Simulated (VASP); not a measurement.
**Mg7VO8: single point with PBEsol+U**

Crystal: Mg7VO8.

```xyz
16
Lattice="0.0000 4.2136 4.2136 4.2136 0.0000 4.2136 4.2136 4.2136 0.0000" Properties=species:S:1:pos:R:3 pbc="T T T"
V     8.4272    4.2136    4.2136
Mg    2.1068    2.1068    0.0000
Mg    2.1068    0.0000    2.1068
Mg    4.2136    2.1068    2.1068
Mg    0.0000    2.1068    2.1068
Mg    2.1068    4.2136    2.1068
Mg    2.1068    2.1068    4.2136
Mg    4.2136    4.2136    4.2136
O     2.1068    2.1068    2.1068
O     4.2136    4.2136    2.1366
O     4.2136    2.1366    4.2136
O     6.2906    4.2136    4.2136
O     2.1366    4.2136    4.2136
O     4.2136    6.2906    4.2136
O     4.2136    4.2136    6.2906
O     6.3204    6.3204    6.3204
```

```json
{"Program": "VASP 6.6.1", "Task": "single point", "Functional": "PBEsol", "Potentials or basis": "VASP PAW PBE potentials, release 64 (V_sv, Mg, O)", "Cutoff": "520 eV", "k mesh": "4 × 4 × 4", "Occupations": "gaussian, width 0.05 eV", "Spin": "collinear spin, ferromagnetic start", "Starting moments": "[2.41, 0.0, 0.0, 0.0, 0.0, 0.0, 0.0, 0.0, 0.0, 0.01, 0.01, 0.01, 0.01, 0.01, 0.01, 0.0] μB", "Hubbard terms": "V d U = 3.0 eV"}
```

| Property | Result |
| --- | --- |
| Pressure | 1.9 GPa |
| Largest force | 0.077 eV/Å |
| Band gap on the k mesh | 1.73 eV (least direct gap 2.20 eV) |
| Net moment | 3.00 μB per cell |
| Site moments | V +2.63; Mg +0.00, -0.00 (each value once); O +0.00, +0.01 (each value once) μB |
| Valence electrons inside the program's atomic spheres | V 11.54; Mg 0.41, 0.43 (each value once); O 5.08 |

Forces in eV/Å, atoms in the order of the input:
```
V    0.000  0.000  0.000
Mg   0.000  0.000  0.000
Mg   0.000  0.000  0.000
Mg   0.000  0.000  0.000
Mg   0.000  0.000  0.000
Mg   0.000  0.000  0.000
Mg   0.000  0.000  0.000
Mg   0.000  0.000  0.000
O    0.000  0.000  0.000
O    0.000  0.000  0.077
O    0.000  0.077  0.000
O   -0.077  0.000  0.000
O    0.077  0.000  0.000
O    0.000 -0.077  0.000
O    0.000  0.000 -0.077
O    0.000  0.000  0.000
```

Levels at points of the mesh, in eV from the valence-band top:
Spin up:
| k point | band 35 | band 36 | band 37 | band 38 | band 39 | band 40 | band 41 | band 42 | band 43 | band 44 |
| --- | --- | --- | --- | --- | --- | --- | --- | --- | --- | --- |
| (0.00, 0.00, 0.00) | -2.99 | -2.99 | -0.47 | -0.47 | -0.47 | 1.73 | 4.19 | 4.20 | 4.74 | 4.89 |
| (0.50, 0.00, 0.00) | -3.35 | -3.35 | -0.28 | -0.20 | -0.20 | 3.98 | 3.98 | 4.09 | 4.12 | 6.50 |
| (0.50, 0.50, 0.00) | -3.60 | -3.60 | -0.43 | 0.00 | 0.00 | 3.32 | 4.22 | 5.00 | 5.42 | 6.47 |
Spin down:
```tsv
k point	band 33	band 34	band 35	band 36	band 37	band 38	band 39	band 40
(0.00, 0.00, 0.00)	-3.62	-2.97	-2.97	-2.97	1.88	3.63	3.63	3.63
(0.50, 0.00, 0.00)	-3.41	-3.41	-3.33	-3.33	3.87	4.12	4.12	4.23
(0.50, 0.50, 0.00)	-3.71	-3.62	-3.56	-3.56	3.95	4.39	4.45	4.45
```

Eigenvalues of the final occupation matrices:
```csv
site,spin,trace,eigenvalues
site 1 d,1,2.91,0.14 0.14 0.88 0.88 0.88
site 1 d,2,0.30,0.03 0.03 0.03 0.11 0.11
```

Wall time 9.9 min on 1 thread of Intel Xeon 8259CL (shared host), peak memory 0.45 GiB.

Caveat: the PAW data sets were made with another functional, which shifts forces and pressure a little. A k mesh can miss the band edges.
